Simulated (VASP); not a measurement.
# GaN (Fm-3m) in VASP: a series of runs, part 2 of 2

VASP 6.6.1. Earlier steps stand in the parts before.

## (3) Relaxation of cell and atoms, PBE

Input file INCAR:

```
SYSTEM = GaN
PREC = Accurate ; ENCUT = 600
EDIFF = 1E-6 ; ISMEAR = 0
SIGMA = 0.02 ; LREAL = .FALSE.
LASPH = .TRUE. ; NELM = 60
ALGO = Normal ; ISIF = 3
LWAVE = .FALSE. ; LCHARG = .FALSE.
GGA = PE ; IBRION = 2
NSW = 100 ; EDIFFG = -0.01
```

Input file KPOINTS:

```
Automatic mesh
0
G
  14 14 14
  0 0 0
```

Input file POSCAR:

```
GaN
1.0
    0.0000000000      2.1333703120      2.1333703120
    2.1333703120      0.0000000000      2.1333703120
    2.1333703120      2.1333703120      0.0000000000
Ga N
1 1
Direct
    0.5000000000      0.5000000000      0.5000000000
    0.0000000000      0.0000000000      0.0000000000
```

Potentials or basis: VASP PAW PBE potentials, release 64 (Ga_d, N).

The run is started by

```bash
> cat potpaw_PBE.64/Ga_d/POTCAR potpaw_PBE.64/N/POTCAR > POTCAR
> mpirun -np 1 vasp_std > vasp.out
```

OUTCAR:

```text
SYSTEM = GaN
   PREC = Accurate
   ENCUT = 600
   EDIFF = 1E-6
   ISMEAR = 0
   LREAL = .FALSE.
   LASPH = .TRUE.
   NELM = 60
   ISIF = 3
   GGA = PE
   IBRION = 2
   NSW = 100
   EDIFFG = -0.01

 ion  position               nearest neighbor table
   1  0.500  0.500  0.500-   2 2.13   2 2.13   2 2.13   2 2.13   2 2.13   2 2.13
   2  0.000  0.000  0.000-   1 2.13   1 2.13   1 2.13   1 2.13   1 2.13   1 2.13

  LATTYP: Found a face centered cubic cell.
 ALAT       =     4.2667406240

  Lattice vectors:

 A1 = (   0.0000000000,   2.1333703120,   2.1333703120)
 A2 = (   2.1333703120,   0.0000000000,   2.1333703120)
 A3 = (   2.1333703120,   2.1333703120,   0.0000000000)

Analysis of symmetry for initial positions (statically):
[... 33 lines left out ...]
                                     Primitive cell

  volume of cell :      19.4191

  direct lattice vectors                    reciprocal lattice vectors
     0.000000000  2.133370312  2.133370312    -0.234370937  0.234370937  0.234370937
     2.133370312  0.000000000  2.133370312     0.234370937 -0.234370937  0.234370937
     2.133370312  2.133370312  0.000000000     0.234370937  0.234370937 -0.234370937

  length of vectors
     3.017041229  3.017041229  3.017041229     0.405942372  0.405942372  0.405942372

  position of ions in fractional coordinates (direct lattice)
     0.500000000  0.500000000  0.500000000
     0.000000000  0.000000000  0.000000000

  ion indices of the primitive-cell ions
   primitive index   ion index
                 1           1
                 2           2

----------------------------------------------------------------------------------------

 KPOINTS: Automatic mesh

Automatic generation of k-mesh.
 Grid dimensions read from file:
 generate k-points for:   14   14   14

 Generating k-lattice:

[... 91 lines left out ...]
   LRPA    =     F    only Hartree local field effects (RPA)
 conjugate gradient relaxation of ions
 non-spin polarized calculation
 Gauss-broadening in eV      SIGMA  =   0.02
  energy-cutoff  :      600.00
  volume of cell :       19.42
 maximum number of plane-waves:       660
   NGX = 13   NGY = 13   NGZ = 13

--------------------------------------- Ionic step        1  -------------------------------------------

 number of electron      18.0000006 magnetization

 Free energy of the ion-electron system (eV)
  ---------------------------------------------------
  ext. energy  EPLUGINS =         0.00000000
  ---------------------------------------------------
  free energy    TOTEN  =       -11.20827144 eV

  energy without entropy =      -11.20827144  energy(sigma->0) =      -11.20827144

------------------------ aborting loop because EDIFF is reached ----------------------------------------

  FORCE on cell =-STRESS in cart. coord.  units (eV):
  Direction    XX          YY          ZZ          XY          YZ          ZX
  --------------------------------------------------------------------------------------
  -------------------------------------------------------------------------------------
  Total        0.0957194      0.0957194      0.0957194     -0.0000000      0.0000000      0.0000000
  in kB        7.8973537      7.8973537      7.8973537     -0.0000000      0.0000000      0.0000000
  external PRESSURE =       7.8973537 kB  Pullay stress =       0.0000000 kB
[... 59 lines left out ...]
--------------------------------------- Ionic step        3  -------------------------------------------

 number of electron      18.0000005 magnetization

 Free energy of the ion-electron system (eV)
  ---------------------------------------------------
  ext. energy  EPLUGINS =         0.00000000
  ---------------------------------------------------
  free energy    TOTEN  =       -11.20845377 eV

  energy without entropy =      -11.20845377  energy(sigma->0) =      -11.20845377

 E-fermi :   7.6770     XC(G=0): -12.8970

 val. band max:        7.5029435608   @ k =  -0.2143   0.1429   0.0000
 cond. band min:       7.8913445533   @ k =   0.5000   0.5000   0.0000
 fundamental gap:      0.3884009924
 Fermi energy:         7.6770276037

 k-point     1 :       0.0000    0.0000    0.0000
  band No.  band energies     occupation
      1      -9.4852      2.00000
      2      -6.5026      2.00000
      3      -6.5026      2.00000
      4      -6.5026      2.00000
      5      -6.4158      2.00000
      6      -6.4158      2.00000
      7       7.0229      2.00000
      8       7.0229      2.00000
      9       7.0229      2.00000
     10       9.3728      0.00000
     11      22.0365      0.00000
     12      22.0365      0.00000
     13      22.0365      0.00000
[... 354 lines left out ...]
  band No.  band energies     occupation
      1      -8.2874      2.00000
      2      -6.5599      2.00000
      3      -6.5025      2.00000
      4      -6.4755      2.00000
      5      -6.3487      2.00000
      6      -6.3357      2.00000
      7       3.0990      2.00000
      8       6.2759      2.00000
      9       6.5158      2.00000
     10      12.6428      0.00000
     11      15.9249      0.00000
     12      17.5355      0.00000
     13      19.6096      0.00000

 [... further k-points ...]
[... 5 lines left out ...]
  --------------------------------------------------------------------------------------
  -------------------------------------------------------------------------------------
  Total        0.0098035      0.0098035      0.0098035     -0.0000000      0.0000000     -0.0000000
  in kB        0.8056558      0.8056558      0.8056558     -0.0000000      0.0000000     -0.0000000
  external PRESSURE =       0.8056558 kB  Pullay stress =       0.0000000 kB
[... 17 lines left out ...]
  FREE ENERGIE OF THE ION-ELECTRON SYSTEM (eV)
  ---------------------------------------------------
  free  energy   TOTEN  =       -11.2084537717 eV

  energy  without entropy=      -11.2084537717  energy(sigma->0) =      -11.20845377

 reached required accuracy - stopping structural energy minimisation
```

CONTCAR:

```text
GaN
   1.00000000000000
    -0.0000000000000000    2.1361766504406474    2.1361766504406474
     2.1361766504406474   -0.0000000000000000    2.1361766504406474
     2.1361766504406474    2.1361766504406474    0.0000000000000000
  Ga              N
     1     1
Direct
     0.5000000000000000    0.5000000000000000    0.5000000000000000
     0.0000000000000000    0.0000000000000000    0.0000000000000000

  0.00000000E+00  0.00000000E+00  0.00000000E+00
  0.00000000E+00  0.00000000E+00  0.00000000E+00
```

Wall time 27 s (1 thread of Intel Xeon Platinum 8488C (Sapphire Rapids), shared host); peak memory 0.17 GiB.

Results:

```yaml
Free_energy: -11.2085 eV
Relaxed_volume: 9.75 Å³/atom
Relaxed_cell: a = 3.021 Å, b = 3.021 Å, c = 3.021 Å, α = 60.00°, β = 60.00°, γ = 60.00°
Space_group_after_relaxing_to_0.05_Å: Fm-3m (No. 225)
Energy_gained_by_relaxing: 0.1 meV/atom
Ionic_steps: 3
Pressure_after_relaxing: 0.1 GPa
Band_gap_on_the_k_mesh: 0.39 eV, indirect (least direct gap 2.35 eV)
```

Step by step:
```
step  energy change (eV)  largest force (eV/Å)  pressure (GPa)  volume (Å³)
   1              0.0000                0.0000            0.79        19.42
   2             -0.0001                0.0000           -0.82        19.55
   3             -0.0002                0.0000            0.08        19.50
```

Final structure:
```
Ga N
1.0
     0.00000    2.13618    2.13618
     2.13618    0.00000    2.13618
     2.13618    2.13618    0.00000
Ga N
1 1
Direct
  0.50000 0.50000 0.50000
  0.00000 0.00000 0.00000
```

Levels at points of the mesh, in eV from the valence-band top:
```
           k point  band 6  band 7  band 8  band 9  band 10  band 11  band 12  band 13
(0.00, 0.00, 0.00)  -13.92   -0.48   -0.48   -0.48     1.87    14.53    14.53    14.53
(0.50, 0.00, 0.00)  -13.80   -8.08   -0.17   -0.17     4.56     8.91     8.91     8.98
(0.50, 0.50, 0.00)  -11.06   -6.88   -2.92   -2.92     0.39     7.79    11.60    14.08
```

A k mesh can miss the band edges. PBE usually gives volumes a little too large and moduli too small.
